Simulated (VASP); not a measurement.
# LaO6 (Pm-3m) in VASP: a series of runs

The runs below take LaO6 through relaxation of cell and atoms, single point, with PBE.

Everything below comes from runs of VASP 6.6.1. Logs are shortened: lines on timing, memory, paths and dates and some standing lists are left out, and cuts for length are marked.

## 1. The cell of the first run

The structure is cubic, space group Pm-3m (No. 221). Conventional cell: a = 4.681 Å, b = 4.681 Å, c = 4.681 Å, α = 90.00°, β = 90.00°, γ = 90.00°. Within 4.4 Å of La (site symmetry m-3m) lie 24 O at 3.37 Å. O (site symmetry 4mm) has 1 O at 1.32 Å within 1.8 Å.

## 2. Relaxation of cell and atoms, PBE

The input, INCAR:

```
SYSTEM = LaO6
ALGO     = Normal         ! electronic algorithm
EDIFF    = 1E-6           ! SCF threshold, eV
EDIFFG   = -0.01          ! ionic threshold
ENCUT    = 600            ! plane-wave cutoff, eV
GGA      = PE             ! functional
IBRION   = 2              ! ionic algorithm
ISIF     = 3              ! what is computed and relaxed
ISMEAR   = 0              ! smearing method
LASPH    = .TRUE.         ! aspherical terms in the spheres
LCHARG   = .FALSE.        ! write CHGCAR
LREAL    = .FALSE.        ! projectors in reciprocal space
LWAVE    = .FALSE.        ! write WAVECAR
NELM     = 100            ! most SCF steps
NSW      = 100            ! ionic steps
PREC     = Accurate       ! precision mode
SIGMA    = 0.1            ! smearing width, eV
```

The input, KPOINTS:

```
k-points
0
G
  8 8 8
  0 0 0
```

The input, POSCAR:

```
LaO6
1.0
    4.6810083876      0.0000000000      0.0000000000
    0.0000000000      4.6810083876      0.0000000000
    0.0000000000      0.0000000000      4.6810083876
La O
1 6
Direct
    0.0000000000      0.0000000000      0.0000000000
    0.8591982914      0.5000000000      0.5000000000
    0.1408017086      0.5000000000      0.5000000000
    0.5000000000      0.5000000000      0.8591982914
    0.5000000000      0.5000000000      0.1408017086
    0.5000000000      0.1408017086      0.5000000000
    0.5000000000      0.8591982914      0.5000000000
```

Potentials or basis: VASP PAW PBE potentials, release 64 (La, O).

On the command line:

```bash
$ cat potpaw_PBE.64/La/POTCAR potpaw_PBE.64/O/POTCAR > POTCAR
$ mpirun -np 1 vasp_std > vasp.out
```

OUTCAR:

```text
SYSTEM = LaO6
   EDIFF = 1E-6
   EDIFFG = -0.01
   ENCUT = 600
   GGA = PE
   IBRION = 2
   ISIF = 3
   ISMEAR = 0
   LASPH = .TRUE.
   LREAL = .FALSE.
   NELM = 100
   NSW = 100
   PREC = Accurate

 ion  position               nearest neighbor table
   1  0.000  0.000  0.000-
   2  0.859  0.500  0.500-   3 1.32
   3  0.141  0.500  0.500-   2 1.32
   4  0.500  0.500  0.859-   5 1.32
   5  0.500  0.500  0.141-   4 1.32
   6  0.500  0.141  0.500-   7 1.32
   7  0.500  0.859  0.500-   6 1.32

  LATTYP: Found a simple cubic cell.
 ALAT       =     4.6810083876

  Lattice vectors:

 A1 = (   4.6810083876,   0.0000000000,   0.0000000000)
 A2 = (   0.0000000000,   4.6810083876,   0.0000000000)
 A3 = (   0.0000000000,   0.0000000000,   4.6810083876)

Analysis of symmetry for initial positions (statically):
=====================================================================
 Subroutine PRICEL returns:
 Original cell was already a primitive cell.

 Routine SETGRP: Setting up the symmetry group for a
 simple cubic supercell.

 Subroutine GETGRP returns: Found 48 space group operations
 (whereof 48 operations were pure point group operations)
 out of a pool of 48 trial point group operations.

The static configuration has the point symmetry O_h .

Analysis of symmetry for dynamics (positions and initial velocities):
=====================================================================
 Subroutine PRICEL returns:
 Original cell was already a primitive cell.

 Routine SETGRP: Setting up the symmetry group for a
 simple cubic supercell.

 Subroutine GETGRP returns: Found 48 space group operations
 (whereof 48 operations were pure point group operations)
 out of a pool of 48 trial point group operations.

The dynamic configuration has the point symmetry O_h .

 Subroutine INISYM returns: Found 48 space group operations
 (whereof 48 operations are pure point group operations),
 and found     1 'primitive' translations

----------------------------------------------------------------------------------------

                                     Primitive cell

  volume of cell :     102.5695

  direct lattice vectors                    reciprocal lattice vectors
     4.681008388  0.000000000  0.000000000     0.213629184  0.000000000  0.000000000
     0.000000000  4.681008388  0.000000000     0.000000000  0.213629184  0.000000000
     0.000000000  0.000000000  4.681008388     0.000000000  0.000000000  0.213629184

  length of vectors
     4.681008388  4.681008388  4.681008388     0.213629184  0.213629184  0.213629184

  position of ions in fractional coordinates (direct lattice)
     0.000000000  0.000000000  0.000000000
     0.859198291  0.500000000  0.500000000
     0.140801709  0.500000000  0.500000000
     0.500000000  0.500000000  0.859198291
     0.500000000  0.500000000  0.140801709
     0.500000000  0.140801709  0.500000000
     0.500000000  0.859198291  0.500000000

  ion indices of the primitive-cell ions
   primitive index   ion index
                 1           1
                 2           2
                 3           3
                 4           4
                 5           5
                 6           6
                 7           7

----------------------------------------------------------------------------------------

 KPOINTS: k-points

Automatic generation of k-mesh.
 Grid dimensions read from file:
 generate k-points for:    8    8    8

 Generating k-lattice:

  Cartesian coordinates                     Fractional coordinates (reciprocal lattice)
     0.026703648  0.000000000  0.000000000     0.125000000  0.000000000  0.000000000
     0.000000000  0.026703648  0.000000000     0.000000000  0.125000000  0.000000000
     0.000000000  0.000000000  0.026703648     0.000000000  0.000000000  0.125000000

  Length of vectors
     0.026703648  0.026703648  0.026703648

  Shift w.r.t. Gamma in fractional coordinates (k-lattice)
     0.000000000  0.000000000  0.000000000

 Subroutine IBZKPT returns following result:
 ===========================================

 Found     35 irreducible k-points:

 Following reciprocal coordinates:
            Coordinates               Weight
  0.000000  0.000000  0.000000      1.000000
  0.125000  0.000000  0.000000      6.000000
  0.250000  0.000000  0.000000      6.000000
  0.375000  0.000000  0.000000      6.000000
  0.500000  0.000000  0.000000      3.000000
  0.125000  0.125000  0.000000     12.000000
[... 16 lines left out ...]
  0.375000  0.375000  0.125000     24.000000
  0.500000  0.375000  0.125000     24.000000
 [... further k-points ...]
   k-points           NKPTS =     35   k-points in BZ     NKDIM =     35   number of bands    NBANDS=     28
   number of dos      NEDOS =    301   number of ions     NIONS =      7
   total plane-waves  NPLWV =  64000
   dimension x,y,z NGX =    40 NGY =   40 NGZ =   40
   dimension x,y,z NGXF=    80 NGYF=   80 NGZF=   80
   ions per type =               1   6
   NGX,Y,Z   is equivalent  to a cutoff of  14.21, 14.21, 14.21 a.u.
   NGXF,Y,Z  is equivalent  to a cutoff of  28.41, 28.41, 28.41 a.u.
 SYSTEM =  LaO6
   PREC   = accura    normal or accurate (medium, high low for compatibility)
   ISTART =      0    job   : 0-new  1-cont  2-samecut
   ICHARG =      2    charge: 1-file 2-atom 10-const
   ISPIN  =      1    spin polarized calculation?
   LNONCOLLINEAR =      F non collinear calculations
   LSORBIT =      F    spin-orbit coupling
   LASPH  =      T    aspherical Exc in radial PAW
   ENCUT  =  600.0 eV  44.10 Ry    6.64 a.u.   9.35  9.35  9.35*2*pi/ulx,y,z
   NELM   =    100;   NELMIN=  2; NELMDL= -5     # of ELM steps
   EDIFF  = 0.1E-05   stopping-criterion for ELM
   LREAL  =      F    real-space projection
   EDIFFG = -.1E-01   stopping-criterion for IOM
   NSW    =    100    number of steps for IOM
   IBRION =      2    ionic relax: 0-MD 1-quasi-New 2-CG
   NFREE  =      1    steps in history (QN), initial steepest desc. (CG)
   ISIF   =      3    stress and relaxation
   ISYM   =      2    0-nonsym 1-usesym 2-fastsym
   POTIM  = 0.5000    time-step for ionic-motion
   TEBEG  =    0.0;   TEEND  =   0.0 temperature during run
   PSTRESS=    0.0 pullay stress
   NELECT =      47.0000    total number of electrons
   NUPDOWN=      -1.0000    fix difference up-down
   EMIN   =  10.00;   EMAX   =-10.00  energy-range for DOS
   EFERMI =   0.00;   METHOD = LEGACY
   ISMEAR =     0;   SIGMA  =   0.10  broadening in eV -4-tet -1-fermi 0-gaus
   EFERMI_NEDOS =   21; number of points for ismear=-14 and -15
   IALGO  =     38    algorithm
   IMIX   =      4    mixing-type and parameters
     AMIX     =   0.40;   BMIX     =  1.00
     AMIX_MAG =   1.60;   BMIX_MAG =  1.00
  volume/ion in A,a.u.               =      14.65        98.88
  Fermi-wavevector in a.u.,A,eV,Ry     =   1.262122  2.385065 21.673430  1.592952
  Thomas-Fermi vector in A             =   2.395546
   LORBIT       =      0    0 simple, 1 ext, 2 COOP (PROOUT), +10 PAW based schemes
   GGA     = PE    functional components
   LHFCALC =     F    Hartree Fock is set to
   AEXX    =    0.0000 exact exchange contribution
   IVDW    =     0    specifies the selected vdW correction
   LEPSILON=     F    determine dielectric tensor
   LRPA    =     F    only Hartree local field effects (RPA)
 conjugate gradient relaxation of ions
 non-spin polarized calculation
 Gauss-broadening in eV      SIGMA  =   0.10
  energy-cutoff  :      600.00
  volume of cell :      102.57
 maximum number of plane-waves:      3454
 NGX is ok and might be reduce to    40
   NGX = 19   NGY = 19   NGZ = 19

--------------------------------------- Ionic step        1  -------------------------------------------

 number of electron      47.0000020 magnetization

 Free energy of the ion-electron system (eV)
  ---------------------------------------------------
  ext. energy  EPLUGINS =         0.00000000
  ---------------------------------------------------
  free energy    TOTEN  =       -34.76841674 eV

  energy without entropy =      -34.73434859  energy(sigma->0) =      -34.75138267

------------------------ aborting loop because EDIFF is reached ----------------------------------------

  FORCE on cell =-STRESS in cart. coord.  units (eV):
  Direction    XX          YY          ZZ          XY          YZ          ZX
  --------------------------------------------------------------------------------------
  -------------------------------------------------------------------------------------
  Total        0.6488913      0.6488913      0.6488913     -0.0000000      0.0000000     -0.0000000
  in kB       10.1359450     10.1359450     10.1359450     -0.0000000      0.0000000     -0.0000000
  external PRESSURE =      10.1359450 kB  Pullay stress =       0.0000000 kB
[... 67 lines left out ...]
  energy  without entropy=      -34.6543875222  energy(sigma->0) =      -34.67118440

--------------------------------------- Ionic step        3  -------------------------------------------

 number of electron      47.0000016 magnetization

 Free energy of the ion-electron system (eV)
  ---------------------------------------------------
  ext. energy  EPLUGINS =         0.00000000
  ---------------------------------------------------
  free energy    TOTEN  =       -34.77638156 eV

  energy without entropy =      -34.74243960  energy(sigma->0) =      -34.75941058

 E-fermi :   4.8043     XC(G=0):  -9.3596

 val. band max:        4.8013022770   @ k =   0.3750   0.3750   0.3750
 cond. band min:       4.8099362642   @ k =   0.3750   0.2500   0.0000
 fundamental gap:      0.0086339872
 Fermi energy:         4.8043104268

 k-point     1 :       0.0000    0.0000    0.0000
  band No.  band energies     occupation
      1     -30.2268      2.00000
      2     -19.8516      2.00000
      3     -19.2605      2.00000
      4     -19.2605      2.00000
      5     -13.8420      2.00000
      6     -13.8420      2.00000
[... 733 lines left out ...]
     27       5.0846      0.00007
     28       5.1047      0.00002

 [... further k-points ...]

------------------------ aborting loop because EDIFF is reached ----------------------------------------

  FORCE on cell =-STRESS in cart. coord.  units (eV):
  Direction    XX          YY          ZZ          XY          YZ          ZX
  --------------------------------------------------------------------------------------
  -------------------------------------------------------------------------------------
  Total        0.0174368      0.0174368      0.0174368     -0.0000000      0.0000000     -0.0000000
  in kB        0.2715602      0.2715602      0.2715602     -0.0000000      0.0000000     -0.0000000
  external PRESSURE =       0.2715602 kB  Pullay stress =       0.0000000 kB
[... 22 lines left out ...]
  FREE ENERGIE OF THE ION-ELECTRON SYSTEM (eV)
  ---------------------------------------------------
  free  energy   TOTEN  =       -34.7763815577 eV

  energy  without entropy=      -34.7424395984  energy(sigma->0) =      -34.75941058

 reached required accuracy - stopping structural energy minimisation
```

Run time: 3.2 min. Hardware: 1 thread of Intel Xeon 6975P-C (Granite Rapids), shared host; peak memory 0.32 GiB.

What came out:

```yaml
Free_energy: -34.7764 eV
Relaxed_volume: 14.70 Å³/atom
Relaxed_cell: a = 4.686 Å, b = 4.686 Å, c = 4.686 Å, α = 90.00°, β = 90.00°, γ = 90.00°
Space_group_after_relaxing_to_0.05_Å: Pm-3m (No. 221)
Energy_gained_by_relaxing: 1.1 meV/atom
Ionic_steps: 3
Pressure_after_relaxing: 0.0 GPa
Largest_force_after_relaxing: 0.009 eV/Å
```

Forces in eV/Å, atoms in the order of the input:
```
La   0.000  0.000  0.000
O    0.009  0.000  0.000
O   -0.009  0.000  0.000
O    0.000  0.000  0.009
O    0.000  0.000 -0.009
O    0.000 -0.009  0.000
O    0.000  0.009  0.000
```

Step by step:
| step | energy change (eV) | largest force (eV/Å) | pressure (GPa) | volume (Å³) |
| --- | --- | --- | --- | --- |
| 1 | 0.0000 | 0.4695 | 1.01 | 102.57 |
| 2 | 0.0804 | 1.4179 | -2.92 | 103.95 |
| 3 | -0.0080 | 0.0095 | 0.03 | 102.88 |

Final structure:
```xyz
7
Lattice="4.6857 0.0000 0.0000 0.0000 4.6857 0.0000 0.0000 0.0000 4.6857" Properties=species:S:1:pos:R:3 pbc="T T T"
La    4.6857    4.6857    0.0000
O     4.0208    2.3428    2.3428
O     0.6649    2.3428    2.3428
O     2.3428    2.3428    4.0208
O     2.3428    2.3428    0.6649
O     2.3428    0.6649    2.3428
O     2.3428    4.0208    2.3428
```

Levels at points of the mesh, in eV from the Fermi level:
```tsv
k point	band 21	band 22	band 23	band 24	band 25	band 26	band 27	band 28
(0.00, 0.00, 0.00)	-2.24	-2.24	-0.12	-0.12	0.28	0.32	0.32	0.32
(0.50, 0.00, 0.00)	-0.65	-0.65	-0.40	-0.40	0.20	0.27	0.33	0.33
(0.50, 0.50, 0.00)	-0.50	-0.50	-0.40	-0.40	-0.14	0.28	0.28	0.32
(0.50, 0.50, 0.50)	-1.00	-1.00	-0.19	-0.19	-0.19	0.24	0.24	0.24
```

Caveat: spin-orbit coupling is left out, which moves the levels of the heavy elements; an odd number of electrons without spin polarisation forces a metal; a magnetic or distorted state may lie lower.

## 3. Single point, PBE

This run uses another cell than the first one, of 14.77 Å³/atom, 1.008 times its volume.

The input, INCAR:

```
SYSTEM = LaO6
ALGO = Normal
EDIFF = 1E-6
ENCUT = 600
GGA = PE
GGA_COMPAT = .False.
ISIF = 2
ISMEAR = 0
LASPH = .True.
LCHARG = .False.
LMAXMIX = 6
LREAL = .False.
LWAVE = .False.
NBANDS = 32
NELM = 200
PREC = Accurate
SIGMA = 0.2
```

The input, KPOINTS:

```
k-points
0
Gamma
  6 6 6
  0 0 0
```

The input, POSCAR:

```
LaO6
1.0
    4.6930219053      0.0000000000      0.0000000000
    0.0000000000      4.6930219053      0.0000000000
    0.0000000000      0.0000000000      4.6930219053
La O
1 6
Direct
    0.0000000000      0.0000000000      0.0000000000
    0.8595631389      0.5000000000      0.5000000000
    0.1404368611      0.5000000000      0.5000000000
    0.5000000000      0.5000000000      0.8595631389
    0.5000000000      0.5000000000      0.1404368611
    0.5000000000      0.1404368611      0.5000000000
    0.5000000000      0.8595631389      0.5000000000
```

Potentials or basis: VASP PAW PBE potentials, release 64 (La, O).

On the command line:

```bash
$ cat potpaw_PBE.64/La/POTCAR potpaw_PBE.64/O/POTCAR > POTCAR
$ mpirun -np 1 vasp_std > vasp.out
```

Wall time 2.5 min (1 thread of AMD EPYC 9R45 (Zen 5), shared host); peak memory 0.26 GiB.

Results (log left out):

| Quantity | Value |
| --- | --- |
| Free energy | -34.8263 eV |
| Pressure | 0.7 GPa |
| Largest force | 0.493 eV/Å |

Forces in eV/Å, atoms in the order of the input:
```
La   0.000  0.000  0.000
O   -0.493  0.000  0.000
O    0.493  0.000  0.000
O    0.000  0.000 -0.493
O    0.000  0.000  0.493
O    0.000  0.493  0.000
O    0.000 -0.493  0.000
```

Levels at points of the mesh, in eV from the Fermi level:
```tsv
k point	band 21	band 22	band 23	band 24	band 25	band 26	band 27	band 28
(0.00, 0.00, 0.00)	-2.21	-2.21	-0.13	-0.13	0.36	0.39	0.39	0.39
(0.50, 0.00, 0.00)	-0.65	-0.65	-0.42	-0.42	0.27	0.34	0.40	0.40
(0.50, 0.50, 0.00)	-0.51	-0.51	-0.43	-0.43	-0.15	0.35	0.35	0.39
(0.50, 0.50, 0.50)	-1.01	-1.01	-0.19	-0.19	-0.19	0.31	0.31	0.31
```

Caveat: spin-orbit coupling is left out, which moves the levels of the heavy elements; an odd number of electrons without spin polarisation forces a metal; a magnetic or distorted state may lie lower.

## 4. Single point, PBE

This run uses another cell than the first one, of 14.77 Å³/atom, 1.008 times its volume.

The input, INCAR:

```
SYSTEM = LaO6
ALGO = Normal ; EDIFF = 1E-6
ENCUT = 910 ; GGA = PE
GGA_COMPAT = .False. ; ISIF = 2
ISMEAR = 0 ; LASPH = .True.
LCHARG = .False. ; LMAXMIX = 6
LREAL = .False. ; LWAVE = .False.
NBANDS = 32 ; NELM = 200
PREC = Accurate ; SIGMA = 0.1
```

The input, KPOINTS:

```
k-points
0
Gamma
  8 8 8
  0 0 0
```

POSCAR is that of step 3.

Potentials or basis: VASP PAW PBE potentials, release 64 (La, O_h).

On the command line:

```bash
$ cat potpaw_PBE.64/La/POTCAR potpaw_PBE.64/O_h/POTCAR > POTCAR
$ mpirun -np 1 vasp_std > vasp.out
```

It took 7.9 min on 1 thread of Intel Xeon 6975P-C (Granite Rapids), shared host; peak memory 0.48 GiB.

Results (log left out):

- Free energy: -35.0397 eV
- Pressure: -0.5 GPa
- Largest force: 0.008 eV/Å

Forces in eV/Å, atoms in the order of the input:
```
La   0.000  0.000  0.000
O   -0.008  0.000  0.000
O    0.008  0.000  0.000
O    0.000  0.000 -0.008
O    0.000  0.000  0.008
O    0.000  0.008  0.000
O    0.000 -0.008  0.000
```

Levels at points of the mesh, in eV from the Fermi level:
| k point | band 20 | band 21 | band 22 | band 23 | band 24 | band 25 | band 26 | band 27 | band 28 | band 29 |
| --- | --- | --- | --- | --- | --- | --- | --- | --- | --- | --- |
| (0.00, 0.00, 0.00) | -2.19 | -2.19 | -2.19 | -0.14 | -0.14 | 0.29 | 0.32 | 0.32 | 0.32 | 0.35 |
| (0.50, 0.00, 0.00) | -2.10 | -0.63 | -0.63 | -0.40 | -0.40 | 0.20 | 0.27 | 0.33 | 0.33 | 0.37 |
| (0.50, 0.50, 0.00) | -1.11 | -0.49 | -0.49 | -0.41 | -0.41 | -0.13 | 0.29 | 0.29 | 0.32 | 0.32 |
| (0.50, 0.50, 0.50) | -1.00 | -1.00 | -1.00 | -0.17 | -0.17 | -0.17 | 0.24 | 0.24 | 0.24 | 0.28 |

Caveat: the cutoff is under 1.25 times the usual one of these potentials, so pressure, stress and relaxed cells hold a basis-set (Pulay) error; spin-orbit coupling is left out, which moves the levels of the heavy elements; an odd number of electrons without spin polarisation forces a metal; a magnetic or distorted state may lie lower.

## 5. Overview

```tsv
task	potentials or basis	cell	k mesh	cutoff (eV)	smearing	second run	gap on the mesh (eV)	pressure (GPa)	largest force (eV/Å)
relaxation of cell and atoms	VASP PAW PBE potentials, release 64 (La, O)	relaxed from a = 4.681 Å, 7 atoms	8 × 8 × 8	600	gaussian 0.1 eV	-	none	0.0	0.01
single point	VASP PAW PBE potentials, release 64 (La, O)	a = 4.693 Å, 7 atoms	6 × 6 × 6	600	gaussian 0.2 eV	-	none	0.7	0.49
single point	VASP PAW PBE potentials, release 64 (La, O_h)	a = 4.693 Å, 7 atoms	8 × 8 × 8	910	gaussian 0.1 eV	hard_potentials	none	-0.5	0.01
```

Alike in all rows: level PBE; no spin polarisation.

Caveats: spin-orbit coupling is left out, which moves the levels of the heavy elements; an odd number of electrons without spin polarisation forces a metal; a magnetic or distorted state may lie lower; the cutoff is under 1.25 times the usual one of these potentials, so pressure, stress and relaxed cells hold a basis-set (Pulay) error (some runs).

Total energies depend on the potentials used, so only differences within one code and one set of settings carry meaning.
